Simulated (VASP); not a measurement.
# LiF (Pm-3m) in VASP: further runs

Aim: see how the results for LiF move with the level of theory and the settings. Levels: LDA, RPBE, PBE, RPBE+D3(BJ). Tasks: single point.

Everything below comes from runs of VASP 6.6.1. Logs are shortened: lines on timing, memory, paths and dates and some standing lists are left out, and cuts for length are marked.

**1. The cell of the first run**

It takes space group Pm-3m (No. 221, cubic). Conventional cell: a = 2.466 Å, b = 2.466 Å, c = 2.466 Å, α = 90.00°, β = 90.00°, γ = 90.00°. F (site symmetry m-3m) has 8 Li at 2.14 Å and 6 F at 2.47 Å within 2.8 Å. Li (site symmetry m-3m) has 8 F at 2.14 Å and 6 Li at 2.47 Å within 2.8 Å.

**2. Single point, LDA**

The input, INCAR:

```
PREC     = Accurate       # precision mode
ENCUT    = 520            # plane-wave cutoff, eV
EDIFF    = 1E-6           # SCF threshold, eV
ISMEAR   = 0              # smearing method
SIGMA    = 0.1            # smearing width, eV
LREAL    = False          # projectors in reciprocal space
LASPH    = True           # aspherical terms in the spheres
NELM     = 80             # most SCF steps
ALGO     = Normal         # electronic algorithm
ISIF     = 2              # what is computed and relaxed
LWAVE    = False          # write WAVECAR
LCHARG   = False          # write CHGCAR
NBANDS   = 12             # bands
```

The input, KPOINTS:

```
regular mesh
0
Gamma
  10 10 10
```

The input, POSCAR:

```
LiF
1.0
    2.4662529426      0.0000000000      0.0000000000
    0.0000000000      2.4662529426      0.0000000000
    0.0000000000      0.0000000000      2.4662529426
F Li
1 1
Direct
    0.5000000000      0.5000000000      0.5000000000
    0.0000000000      0.0000000000      0.0000000000
```

Potentials or basis: VASP PAW LDA potentials, release 64 (F, Li_sv).

Run with:

```bash
> cat potpaw_LDA.64/F/POTCAR potpaw_LDA.64/Li_sv/POTCAR > POTCAR
> mpirun -np 1 vasp_std > vasp.out
```

OUTCAR:

```text
PREC = Accurate
   ENCUT = 520
   EDIFF = 1E-6
   ISMEAR = 0
   LREAL = False
   LASPH = True
   NELM = 80
   ISIF = 2

 ion  position               nearest neighbor table
   1  0.500  0.500  0.500-   2 2.14   2 2.14   2 2.14   2 2.14   2 2.14   2 2.14   2 2.14   2 2.14

   2  0.000  0.000  0.000-   1 2.14   1 2.14   1 2.14   1 2.14   1 2.14   1 2.14   1 2.14   1 2.14

  LATTYP: Found a simple cubic cell.
 ALAT       =     2.4662529426

  Lattice vectors:

 A1 = (   2.4662529426,   0.0000000000,   0.0000000000)
 A2 = (   0.0000000000,   2.4662529426,   0.0000000000)
 A3 = (   0.0000000000,   0.0000000000,   2.4662529426)

Analysis of symmetry for initial positions (statically):
=====================================================================
 Subroutine PRICEL returns:
 Original cell was already a primitive cell.

 Routine SETGRP: Setting up the symmetry group for a
 simple cubic supercell.

 Subroutine GETGRP returns: Found 48 space group operations
 (whereof 48 operations were pure point group operations)
 out of a pool of 48 trial point group operations.

The static configuration has the point symmetry O_h .

Analysis of symmetry for dynamics (positions and initial velocities):
=====================================================================
 Subroutine PRICEL returns:
 Original cell was already a primitive cell.

 Routine SETGRP: Setting up the symmetry group for a
 simple cubic supercell.

 Subroutine GETGRP returns: Found 48 space group operations
 (whereof 48 operations were pure point group operations)
 out of a pool of 48 trial point group operations.

The dynamic configuration has the point symmetry O_h .

 Subroutine INISYM returns: Found 48 space group operations
 (whereof 48 operations are pure point group operations),
 and found     1 'primitive' translations

----------------------------------------------------------------------------------------

                                     Primitive cell

  volume of cell :      15.0007

  direct lattice vectors                    reciprocal lattice vectors
     2.466252943  0.000000000  0.000000000     0.405473414  0.000000000  0.000000000
     0.000000000  2.466252943  0.000000000     0.000000000  0.405473414  0.000000000
     0.000000000  0.000000000  2.466252943     0.000000000  0.000000000  0.405473414

  length of vectors
     2.466252943  2.466252943  2.466252943     0.405473414  0.405473414  0.405473414

  position of ions in fractional coordinates (direct lattice)
     0.500000000  0.500000000  0.500000000
     0.000000000  0.000000000  0.000000000

  ion indices of the primitive-cell ions
   primitive index   ion index
                 1           1
                 2           2

----------------------------------------------------------------------------------------

 KPOINTS: regular mesh

Automatic generation of k-mesh.
 Grid dimensions read from file:
 generate k-points for:   10   10   10

 Generating k-lattice:

  Cartesian coordinates                     Fractional coordinates (reciprocal lattice)
     0.040547341  0.000000000  0.000000000     0.100000000  0.000000000  0.000000000
     0.000000000  0.040547341  0.000000000     0.000000000  0.100000000  0.000000000
     0.000000000  0.000000000  0.040547341     0.000000000  0.000000000  0.100000000

  Length of vectors
     0.040547341  0.040547341  0.040547341

  Shift w.r.t. Gamma in fractional coordinates (k-lattice)
     0.000000000  0.000000000  0.000000000

 Subroutine IBZKPT returns following result:
 ===========================================

 Found     56 irreducible k-points:

 Following reciprocal coordinates:
            Coordinates               Weight
  0.000000  0.000000  0.000000      1.000000
  0.100000  0.000000  0.000000      6.000000
  0.200000  0.000000  0.000000      6.000000
  0.300000  0.000000  0.000000      6.000000
  0.400000  0.000000  0.000000      6.000000
  0.500000  0.000000  0.000000      3.000000
[... 16 lines left out ...]
  0.200000  0.100000  0.100000     24.000000
  0.300000  0.100000  0.100000     24.000000
 [... further k-points ...]
   k-points           NKPTS =     56   k-points in BZ     NKDIM =     56   number of bands    NBANDS=     12
   number of dos      NEDOS =    301   number of ions     NIONS =      2
   total plane-waves  NPLWV =   5832
   dimension x,y,z NGX =    18 NGY =   18 NGZ =   18
   dimension x,y,z NGXF=    36 NGYF=   36 NGZF=   36
   ions per type =               1   1
   NGX,Y,Z   is equivalent  to a cutoff of  12.13, 12.13, 12.13 a.u.
   NGXF,Y,Z  is equivalent  to a cutoff of  24.27, 24.27, 24.27 a.u.
 SYSTEM =  unknown system
   PREC   = accura    normal or accurate (medium, high low for compatibility)
   ISTART =      0    job   : 0-new  1-cont  2-samecut
   ICHARG =      2    charge: 1-file 2-atom 10-const
   ISPIN  =      1    spin polarized calculation?
   LNONCOLLINEAR =      F non collinear calculations
   LSORBIT =      F    spin-orbit coupling
   LASPH  =      T    aspherical Exc in radial PAW
   ENCUT  =  520.0 eV  38.22 Ry    6.18 a.u.   4.59  4.59  4.59*2*pi/ulx,y,z
   NELM   =     80;   NELMIN=  2; NELMDL= -5     # of ELM steps
   EDIFF  = 0.1E-05   stopping-criterion for ELM
   LREAL  =      F    real-space projection
   EDIFFG = 0.1E-04   stopping-criterion for IOM
   NSW    =      0    number of steps for IOM
   IBRION =     -1    ionic relax: 0-MD 1-quasi-New 2-CG
   NFREE  =      0    steps in history (QN), initial steepest desc. (CG)
   ISIF   =      2    stress and relaxation
   ISYM   =      2    0-nonsym 1-usesym 2-fastsym
   POTIM  = 0.5000    time-step for ionic-motion
   TEBEG  =    0.0;   TEEND  =   0.0 temperature during run
   PSTRESS=    0.0 pullay stress
   NELECT =      10.0000    total number of electrons
   NUPDOWN=      -1.0000    fix difference up-down
   EMIN   =  10.00;   EMAX   =-10.00  energy-range for DOS
   EFERMI =   0.00;   METHOD = LEGACY
   ISMEAR =     0;   SIGMA  =   0.10  broadening in eV -4-tet -1-fermi 0-gaus
   EFERMI_NEDOS =   21; number of points for ismear=-14 and -15
   IALGO  =     38    algorithm
   IMIX   =      4    mixing-type and parameters
     AMIX     =   0.40;   BMIX     =  1.00
     AMIX_MAG =   1.60;   BMIX_MAG =  1.00
  volume/ion in A,a.u.               =       7.50        50.62
  Fermi-wavevector in a.u.,A,eV,Ry     =   1.430114  2.702523 27.826976  2.045225
  Thomas-Fermi vector in A             =   2.549994
   LORBIT       =      0    0 simple, 1 ext, 2 COOP (PROOUT), +10 PAW based schemes
   GGA     = CA    functional components
   LHFCALC =     F    Hartree Fock is set to
   AEXX    =    0.0000 exact exchange contribution
   IVDW    =     0    specifies the selected vdW correction
   LEPSILON=     F    determine dielectric tensor
   LRPA    =     F    only Hartree local field effects (RPA)
 non-spin polarized calculation
 Gauss-broadening in eV      SIGMA  =   0.10
  energy-cutoff  :      520.00
  volume of cell :       15.00
 maximum number of plane-waves:       437
   NGX =  9   NGY =  9   NGZ =  9

 number of electron      10.0000012 magnetization

 Free energy of the ion-electron system (eV)
  ---------------------------------------------------
  ext. energy  EPLUGINS =         0.00000000
  ---------------------------------------------------
  free energy    TOTEN  =        -9.91520140 eV

  energy without entropy =       -9.91520140  energy(sigma->0) =       -9.91520140

 E-fermi :   1.1904     XC(G=0): -11.1353

 val. band max:        0.6558152941   @ k =   0.5000   0.5000   0.0000
 cond. band min:       8.9449033794   @ k =   0.0000   0.0000   0.0000
 fundamental gap:      8.2890880852
 Fermi energy:         1.1904347930

 k-point     1 :       0.0000    0.0000    0.0000
  band No.  band energies     occupation
      1     -40.9182      2.00000
      2     -20.2632      2.00000
      3      -0.1552      2.00000
      4      -0.1552      2.00000
      5      -0.1552      2.00000
      6       8.9449      0.00000
      7      19.7277      0.00000
      8      19.7277      0.00000
      9      22.4495      0.00000
     10      22.4495      0.00000
     11      22.4495      0.00000
     12      40.8263      0.00000

 k-point     2 :       0.1000    0.0000    0.0000
  band No.  band energies     occupation
      1     -40.9101      2.00000
      2     -20.2117      2.00000
      3      -0.5639      2.00000
      4      -0.1116      2.00000
      5      -0.1116      2.00000
      6       9.1717      0.00000
      7      18.4457      0.00000
      8      19.9739      0.00000
      9      22.3857      0.00000
     10      22.3857      0.00000
     11      24.4051      0.00000
     12      39.2520      0.00000

 k-point     3 :       0.2000    0.0000    0.0000
  band No.  band energies     occupation
      1     -40.8896      2.00000
      2     -20.0751      2.00000
      3      -1.5286      2.00000
      4       0.0046      2.00000
      5       0.0046      2.00000
      6       9.6144      0.00000
      7      16.9820      0.00000
      8      20.7105      0.00000
      9      22.1970      0.00000
     10      22.1970      0.00000
     11      27.8757      0.00000
     12      35.5360      0.00000
[... 286 lines left out ...]
 k-point    23 :       0.2000    0.1000    0.1000
  band No.  band energies     occupation
      1     -40.8750      2.00000
      2     -19.9646      2.00000
      3      -1.4466      2.00000
      4      -0.4130      2.00000
      5      -0.3103      2.00000
      6      10.2088      0.00000
      7      16.8789      0.00000
      8      18.4784      0.00000
      9      22.1553      0.00000
     10      25.1452      0.00000
     11      28.3398      0.00000
     12      33.5175      0.00000

 k-point    24 :       0.3000    0.1000    0.1000
  band No.  band energies     occupation
      1     -40.8505      2.00000
      2     -19.7804      2.00000
      3      -2.4966      2.00000
      4      -0.3012      2.00000
      5      -0.1349      2.00000
      6      10.6311      0.00000
      7      15.9462      0.00000
      8      18.7618      0.00000
      9      22.1121      0.00000
     10      25.1447      0.00000
     11      31.6483      0.00000
     12      31.6488      0.00000

 [... further k-points ...]
[... 5 lines left out ...]
  --------------------------------------------------------------------------------------
  -------------------------------------------------------------------------------------
  Total       -0.0263361     -0.0263361     -0.0263361      0.0000000      0.0000000      0.0000000
  in kB       -2.8128684     -2.8128684     -2.8128684      0.0000000      0.0000000      0.0000000
  external PRESSURE =      -2.8128684 kB  Pullay stress =       0.0000000 kB

 VOLUME and BASIS-vectors are now :
 -----------------------------------------------------------------------------
  energy-cutoff  :      520.00
  volume of cell :       15.00
      direct lattice vectors                 reciprocal lattice vectors
     2.466252943  0.000000000  0.000000000     0.405473414  0.000000000  0.000000000
     0.000000000  2.466252943  0.000000000     0.000000000  0.405473414  0.000000000
     0.000000000  0.000000000  2.466252943     0.000000000  0.000000000  0.405473414

 POSITION                                       TOTAL-FORCE (eV/Angst)
 -----------------------------------------------------------------------------------
      1.23313      1.23313      1.23313         0.000000      0.000000      0.000000
      0.00000      0.00000      0.00000         0.000000      0.000000      0.000000
 -----------------------------------------------------------------------------------
    total drift:                                0.000000     -0.000000      0.000000

  FREE ENERGIE OF THE ION-ELECTRON SYSTEM (eV)
  ---------------------------------------------------
  free  energy   TOTEN  =        -9.9152013992 eV

  energy  without entropy=       -9.9152013992  energy(sigma->0) =       -9.91520140
```

Run time: 6.2 s. Hardware: 1 thread of Intel Xeon Platinum 8488C (Sapphire Rapids), shared host; peak memory 0.11 GiB.

Results:

```yaml
Free_energy: -9.9152 eV
Band_gap_on_the_k_mesh: 8.29 eV, indirect (least direct gap 9.10 eV)
```

Levels at points of the mesh, in eV from the valence-band top:
| k point | band 3 | band 4 | band 5 | band 6 | band 7 | band 8 |
| --- | --- | --- | --- | --- | --- | --- |
| (0.00, 0.00, 0.00) | -0.81 | -0.81 | -0.81 | 8.29 | 19.07 | 19.07 |
| (0.50, 0.00, 0.00) | -4.29 | -0.33 | -0.33 | 9.35 | 14.97 | 20.91 |
| (0.50, 0.50, 0.00) | -3.89 | -3.89 | 0.00 | 13.73 | 14.14 | 14.14 |
| (0.50, 0.50, 0.50) | -2.68 | -2.68 | -2.68 | 10.93 | 10.93 | 10.93 |

Caveat: the cutoff is under 1.25 times the usual one of these potentials, so pressure, stress and relaxed cells hold a basis-set (Pulay) error.

[end of part 1 of 2]
